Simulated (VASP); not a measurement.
Write the native input for VASP 6.6.1 that does the following.

```
Task                               : single point
Functional                         : PBE-based screened hybrid with 5 % exact exchange
Potentials or basis                : VASP PAW PBE potentials, release 64 (Cd, Se)
Cutoff                             : 400 eV
k mesh                             : 4 × 4 × 4
Occupations                        : fermi-dirac, width 0.02 eV
Spin                               : no spin polarisation
Dipole correction                  : no
Grid for exact exchange (PRECFOCK) : Normal
Share of exact exchange            : 0.05
Further INCAR settings             : ALGO = Normal; EDIFF = 1e-06; NBANDS = 16
Screening parameter                : 0.3 1/Å
```

Crystal: CdSe.

```
Cd Se
1.0
     0.00000    2.84295    2.84295
     2.84295    0.00000    2.84295
     2.84295    2.84295    0.00000
Cd Se
1 1
Direct
  0.00000 0.00000 0.00000
  0.50000 0.50000 0.50000
```

These files were run (other wordings do the same):

POSCAR

```
CdSe
1.0
    0.0000000000      2.8429458735      2.8429458735
    2.8429458735      0.0000000000      2.8429458735
    2.8429458735      2.8429458735      0.0000000000
Cd Se
1 1
Direct
    0.0000000000      0.0000000000      0.0000000000
    0.5000000000      0.5000000000      0.5000000000
```

INCAR.step1

```
ALGO = Normal
EDIFF = 1E-5
ENCUT = 400
GGA = PE
GGA_COMPAT = False
ISIF = 2
ISMEAR = -1
LASPH = True
LREAL = False
LWAVE = True
NBANDS = 16
NELM = 120
PREC = Accurate
SIGMA = 0.02
```

INCAR.step2

```
AEXX = 0.05
ALGO = Normal
EDIFF = 1E-6
ENCUT = 400
GGA = PE
GGA_COMPAT = False
HFSCREEN = 0.3
ISIF = 2
ISMEAR = -1
ISTART = 1
LASPH = True
LCHARG = True
LELF = True
LHFCALC = True
LREAL = False
LVHAR = True
LWAVE = False
NBANDS = 16
NELM = 120
PREC = Accurate
PRECFOCK = Normal
SIGMA = 0.02
```

KPOINTS

```
k-points
0
Gamma
  4 4 4
```

Potentials or basis: VASP PAW PBE potentials, release 64 (Cd, Se).

Launch:

```bash
$ cat potpaw_PBE.64/Cd/POTCAR potpaw_PBE.64/Se/POTCAR > POTCAR
$ cp INCAR.step1 INCAR
$ mpirun -np 1 vasp_std > vasp.out
$ cp INCAR.step2 INCAR
$ mpirun -np 1 vasp_std > vasp.out
```

Results of the run:

| Property | Result |
| --- | --- |
| Pressure | 1.6 GPa |
| Band gap on the k mesh | zero (bands 9 and 10 overlap by 0.28 eV) |

Caveat: the k points lie up to 0.48 Å⁻¹ apart; the PAW data sets were made with another functional, which shifts forces and pressure a little.

Run time: 5.4 min on 1 thread of Intel Xeon 8259CL, on a shared host, peak memory 0.27 GiB.
